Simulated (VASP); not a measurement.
# Ni (Fm-3m) in VASP: settings compared

Aim: see how the results for Ni move with the level of theory and the settings. Levels: PBEsol, PBE, r2SCAN. Tasks: single point.

Everything below comes from runs of VASP 6.6.1. Logs are shortened: lines on timing, memory, paths and dates and some standing lists are left out, and cuts for length are marked.

### Step 1. The cell of the first run

Symmetry: Fm-3m, No. 225, cubic system. Conventional cell: a = 3.465 Å, b = 3.465 Å, c = 3.465 Å, α = 90.00°, β = 90.00°, γ = 90.00°. Ni (site symmetry m-3m) has 12 Ni at 2.45 Å within 3.2 Å.

### Step 2. Single point, PBEsol, collinear spin, ferromagnetic start

Contents of INCAR:

```
SYSTEM = Ni
PREC = Accurate ; ENCUT = 520
EDIFF = 1E-7 ; ISMEAR = -1
SIGMA = 0.05 ; LREAL = .FALSE.
LASPH = .TRUE. ; NELM = 150
ALGO = Normal ; ISIF = 2
LWAVE = .FALSE. ; LCHARG = .FALSE.
ISPIN = 2 ; MAGMOM = 0.7
LORBIT = 11 ; LMAXMIX = 4
GGA = PS ; NBANDS = 15
```

Contents of KPOINTS:

```
regular mesh
0
G
  13 13 13
  0 0 0
```

Contents of POSCAR:

```
Ni
1.0
    0.0000000000      1.7324120000      1.7324120000
    1.7324120000      0.0000000000      1.7324120000
    1.7324120000      1.7324120000      0.0000000000
Ni
1
Direct
    0.0000000000      0.0000000000      0.0000000000
```

Potentials or basis: VASP PAW PBE potentials, release 64 (Ni).

On the command line:

```bash
$ cat potpaw_PBE.64/Ni/POTCAR > POTCAR
$ mpirun -np 1 vasp_std > vasp.out
```

OUTCAR:

```text
SYSTEM = Ni
   PREC = Accurate
   ENCUT = 520
   EDIFF = 1E-7
   ISMEAR = -1
   LREAL = .FALSE.
   LASPH = .TRUE.
   NELM = 150
   ISIF = 2
   ISPIN = 2
   LORBIT = 11
   GGA = PS

 ion  position               nearest neighbor table
   1  0.000  0.000  0.000-

  LATTYP: Found a face centered cubic cell.
 ALAT       =     3.4648240000

  Lattice vectors:

 A1 = (   0.0000000000,   1.7324120000,   1.7324120000)
 A2 = (   1.7324120000,   0.0000000000,   1.7324120000)
 A3 = (   1.7324120000,   1.7324120000,   0.0000000000)

Analysis of symmetry for initial positions (statically):
=====================================================================
 Subroutine PRICEL returns:
 Original cell was already a primitive cell.

 Routine SETGRP: Setting up the symmetry group for a
 face centered cubic supercell.

 Subroutine GETGRP returns: Found 48 space group operations
 (whereof 48 operations were pure point group operations)
 out of a pool of 48 trial point group operations.

The static configuration has the point symmetry O_h .

Analysis of symmetry for dynamics (positions and initial velocities):
=====================================================================
 Subroutine PRICEL returns:
 Original cell was already a primitive cell.

 Routine SETGRP: Setting up the symmetry group for a
 face centered cubic supercell.

 Subroutine GETGRP returns: Found 48 space group operations
 (whereof 48 operations were pure point group operations)
 out of a pool of 48 trial point group operations.

The dynamic configuration has the point symmetry O_h .

Analysis of structural, dynamic, and magnetic symmetry:
=====================================================================
 Subroutine PRICEL returns:
 Original cell was already a primitive cell.

 Routine SETGRP: Setting up the symmetry group for a
 face centered cubic supercell.

 Subroutine GETGRP returns: Found 48 space group operations
 (whereof 48 operations were pure point group operations)
 out of a pool of 48 trial point group operations.

The overall configuration has the point symmetry O_h .

 Subroutine INISYM returns: Found 48 space group operations
 (whereof 48 operations are pure point group operations),
 and found     1 'primitive' translations

----------------------------------------------------------------------------------------

                                     Primitive cell

  volume of cell :      10.3988

  direct lattice vectors                    reciprocal lattice vectors
     0.000000000  1.732412000  1.732412000    -0.288614948  0.288614948  0.288614948
[... 125 lines left out ...]
 Free energy of the ion-electron system (eV)
  ---------------------------------------------------
  ext. energy  EPLUGINS =         0.00000000
  ---------------------------------------------------
  free energy    TOTEN  =        -6.14496611 eV

  energy without entropy =       -6.13208284  energy(sigma->0) =       -6.13852447

 E-fermi :   9.8423     XC(G=0): -13.7059

 val. band max:        9.8404807117   @ k =   0.3846   0.3846   0.0000
 cond. band min:       9.8436624318   @ k =   0.3846   0.0769   0.0000
 fundamental gap:      0.0031817201
 Fermi energy:         9.8422687479

 spin component 1

 k-point     1 :       0.0000    0.0000    0.0000
  band No.  band energies     occupation
      1       0.4590      1.00000
      2       7.2987      1.00000
      3       7.2987      1.00000
      4       7.2987      1.00000
      5       8.5457      1.00000
      6       8.5457      1.00000
      7      33.9177      0.00000
      8      38.1150      0.00000
      9      38.1150      0.00000
     10      38.1150      0.00000
     11      41.1891      0.00000
     12      41.1891      0.00000
     13      41.1891      0.00000
     14      44.1070      0.00000
[... 403 lines left out ...]
      4       7.7258      1.00000
      5       9.2898      0.99998
      6      10.7135      0.00000
      7      18.0318      0.00000
      8      29.0972      0.00000
      9      30.8834      0.00000
     10      33.0653      0.00000
     11      43.2033      0.00000
     12      43.4995      0.00000
     13      46.6534      0.00000
     14      49.9260      0.00000
     15      55.9548      0.00000

 [... further k-points ...]

 spin component 2

 k-point     1 :       0.0000    0.0000    0.0000
  band No.  band energies     occupation
      1       0.4557      1.00000
      2       8.0157      1.00000
      3       8.0157      1.00000
      4       8.0157      1.00000
      5       9.1531      1.00000
      6       9.1531      1.00000
      7      33.8196      0.00000
      8      38.1178      0.00000
      9      38.1178      0.00000
     10      38.1178      0.00000
     11      41.3186      0.00000
     12      41.3186      0.00000
     13      41.3186      0.00000
     14      44.0217      0.00000
[... 403 lines left out ...]
      4       8.3598      1.00000
      5      10.0278      0.02390
      6      11.1842      0.00000
      7      18.3105      0.00000
      8      29.1594      0.00000
      9      30.9797      0.00000
     10      33.1419      0.00000
     11      43.2154      0.00000
     12      43.5535      0.00000
     13      46.7294      0.00000
     14      50.1739      0.00000
     15      57.3174      0.00000

 [... further k-points ...]

------------------------ aborting loop because EDIFF is reached ----------------------------------------

  FORCE on cell =-STRESS in cart. coord.  units (eV):
  Direction    XX          YY          ZZ          XY          YZ          ZX
  --------------------------------------------------------------------------------------
  -------------------------------------------------------------------------------------
  Total       -0.0261973     -0.0261973     -0.0261973      0.0000000      0.0000000     -0.0000000
  in kB       -4.0362938     -4.0362938     -4.0362938      0.0000000      0.0000000     -0.0000000
  external PRESSURE =      -4.0362938 kB  Pullay stress =       0.0000000 kB

 VOLUME and BASIS-vectors are now :
 -----------------------------------------------------------------------------
  energy-cutoff  :      520.00
  volume of cell :       10.40
      direct lattice vectors                 reciprocal lattice vectors
     0.000000000  1.732412000  1.732412000    -0.288614948  0.288614948  0.288614948
     1.732412000  0.000000000  1.732412000     0.288614948 -0.288614948  0.288614948
     1.732412000  1.732412000  0.000000000     0.288614948  0.288614948 -0.288614948

 POSITION                                       TOTAL-FORCE (eV/Angst)
 -----------------------------------------------------------------------------------
      0.00000      0.00000      0.00000         0.000000      0.000000      0.000000
 -----------------------------------------------------------------------------------
    total drift:                               -0.000000     -0.000000     -0.000000

  FREE ENERGIE OF THE ION-ELECTRON SYSTEM (eV)
  ---------------------------------------------------
  free  energy   TOTEN  =        -6.1449661074 eV

  energy  without entropy=       -6.1320828363  energy(sigma->0) =       -6.13852447

 total charge

# of ion       s       p       d       tot
------------------------------------------
    1        0.520   0.545   8.333   9.398

 magnetization (x)

# of ion       s       p       d       tot
------------------------------------------
    1       -0.005  -0.023   0.657   0.629
```

It took 18 s on 1 thread of Intel Xeon 6975P-C, shared host; peak memory 0.14 GiB.

Results:

* Free energy: -6.1450 eV
* Pressure: -0.4 GPa
* Net moment: 0.62 μB per cell
* Site moments: Ni +0.63 μB
* Valence electrons inside the program's atomic spheres: Ni 9.40

Caveat: the PAW data sets were made with another functional, which shifts forces and pressure a little.

### Step 3. Single point, PBE, collinear spin, ferromagnetic start

Contents of INCAR:

```
SYSTEM = Ni
ALGO     = Normal         ! electronic algorithm
EDIFF    = 1E-6           ! SCF threshold, eV
ENCUT    = 520            ! plane-wave cutoff, eV
GGA      = PE             ! functional
ISIF     = 2              ! what is computed and relaxed
ISMEAR   = -1             ! smearing method
ISPIN    = 2              ! spin polarisation
LASPH    = .TRUE.         ! aspherical terms in the spheres
LCHARG   = .FALSE.        ! write CHGCAR
LMAXMIX  = 4              ! l up to which the mixer works
LORBIT   = 11             ! projections on sites
LREAL    = .FALSE.        ! projectors in reciprocal space
LWAVE    = .FALSE.        ! write WAVECAR
MAGMOM   = 0.7            ! initial moments
NBANDS   = 15             ! bands
NELM     = 150            ! most SCF steps
PREC     = Accurate       ! precision mode
SIGMA    = 0.05           ! smearing width, eV
```

Contents of KPOINTS:

```
k-points
0
G
  13 13 13
  0 0 0
```

POSCAR is that of step 2.

Potentials or basis: VASP PAW PBE potentials, release 64 (Ni).

On the command line:

```bash
$ cat potpaw_PBE.64/Ni/POTCAR > POTCAR
$ mpirun -np 1 vasp_std > vasp.out
```

Run time: 19 s. Hardware: 1 thread of Intel Xeon 6975P-C, shared host; peak memory 0.14 GiB.

It converged, with:

- Free energy: -5.4654 eV
- Pressure: 10.1 GPa
- Net moment: 0.62 μB per cell
- Site moments: Ni +0.63 μB
- Valence electrons inside the program's atomic spheres: Ni 9.39

Levels at points of the mesh, in eV from the Fermi level:
Spin up:
```csv
k point,band 1,band 2,band 3,band 4,band 5,band 6,band 7,band 8,band 9,band 10
"(0.00, 0.00, 0.00)",-9.34,-2.55,-2.55,-2.55,-1.30,-1.30,24.10,28.32,28.32,28.32
```
Spin down:
| k point | band 3 | band 4 | band 5 | band 6 | band 7 | band 8 |
| --- | --- | --- | --- | --- | --- | --- |
| (0.00, 0.00, 0.00) | -1.81 | -1.81 | -0.72 | -0.72 | 23.96 | 28.30 |

### Step 4. Single point, r2SCAN, collinear spin, ferromagnetic start

POSCAR is that of step 3.

Contents of INCAR.step1:

```
ALGO     = Normal         # electronic algorithm
EDIFF    = 1E-4           # SCF threshold, eV
ENCUT    = 520            # plane-wave cutoff, eV
GGA      = PE             # functional
ISMEAR   = -1             # smearing method
ISPIN    = 2              # spin polarisation
LASPH    = True           # aspherical terms in the spheres
LCHARG   = False          # write CHGCAR
LMAXMIX  = 4              # l up to which the mixer works
LREAL    = False          # projectors in reciprocal space
LWAVE    = True           # write WAVECAR
MAGMOM   = 0.7            # initial moments
NBANDS   = 15             # bands
NELM     = 150            # most SCF steps
PREC     = Accurate       # precision mode
SIGMA    = 0.05           # smearing width, eV
```

Contents of INCAR.step2:

```
ALGO     = Normal         # electronic algorithm
EDIFF    = 1E-6           # SCF threshold, eV
ENCUT    = 520            # plane-wave cutoff, eV
ISIF     = 2              # what is computed and relaxed
ISMEAR   = -1             # smearing method
ISPIN    = 2              # spin polarisation
ISTART   = 1            
LASPH    = True           # aspherical terms in the spheres
LCHARG   = True           # write CHGCAR
LELF     = True           # ELF
LMAXMIX  = 4              # l up to which the mixer works
LMIXTAU  = True         
LORBIT   = 11             # projections on sites
LREAL    = False          # projectors in reciprocal space
LVHAR    = True         
LWAVE    = False          # write WAVECAR
MAGMOM   = 0.7            # initial moments
METAGGA  = R2SCAN         # meta-GGA
NBANDS   = 15             # bands
NELM     = 150            # most SCF steps
PREC     = Accurate       # precision mode
SIGMA    = 0.05           # smearing width, eV
```

Contents of KPOINTS:

```
k-points
0
Gamma
  13 13 13
```

On the command line:

```bash
$ cat potpaw_PBE.64/Ni/POTCAR > POTCAR
$ cp INCAR.step1 INCAR
$ mpirun -np 1 vasp_std > vasp.out
$ cp INCAR.step2 INCAR
$ mpirun -np 1 vasp_std > vasp.out
```

Run time: 65 s. Hardware: 1 thread of Intel Xeon 6975P-C, shared host; peak memory 0.14 GiB.

It converged, with:

- Free energy: -11.9466 eV
- Pressure: 2.4 GPa
- Net moment: 0.67 μB per cell
- Site moments: Ni +0.68 μB
- Valence electrons inside the program's atomic spheres: Ni 9.43

Levels at points of the mesh, in eV from the Fermi level:
Spin up:
```tsv
k point	band 1	band 2	band 3	band 4	band 5	band 6	band 7	band 8	band 9	band 10
(0.00, 0.00, 0.00)	-9.73	-3.00	-3.00	-3.00	-1.65	-1.65	24.94	29.46	29.46	29.46
```
Spin down:
| k point | band 1 | band 2 | band 3 | band 4 | band 5 | band 6 | band 7 | band 8 | band 9 | band 10 |
| --- | --- | --- | --- | --- | --- | --- | --- | --- | --- | --- |
| (0.00, 0.00, 0.00) | -9.98 | -1.77 | -1.77 | -1.77 | -0.95 | -0.95 | 24.69 | 29.56 | 29.56 | 29.56 |

Caveat: the PAW data sets were made with another functional, which shifts forces and pressure a little.

### Step 5. Summary

| level | gap on the mesh (eV) | pressure (GPa) | moment (μB) |
| --- | --- | --- | --- |
| PBEsol | none | -0.4 | 0.62 |
| PBE | none | 10.1 | 0.62 |
| r2SCAN | none | 2.4 | 0.67 |

Alike in all rows: task single point; potentials or basis VASP PAW PBE potentials, release 64 (Ni); spin collinear, ferromagnetic start; cell as given; k mesh 13 × 13 × 13; cutoff (eV) 520; smearing fermi-dirac 0.05 eV.

Every run on the cell as given and a fine mesh finds a metal. The pressure there spans -0.4 GPa (PBEsol) to 10.1 GPa (PBE); a positive pressure means that this level wants a larger cell, a negative one a smaller.

Caveats: the PAW data sets were made with another functional, which shifts forces and pressure a little (some runs).

Absolute energies hang on the potentials; compare differences alone.
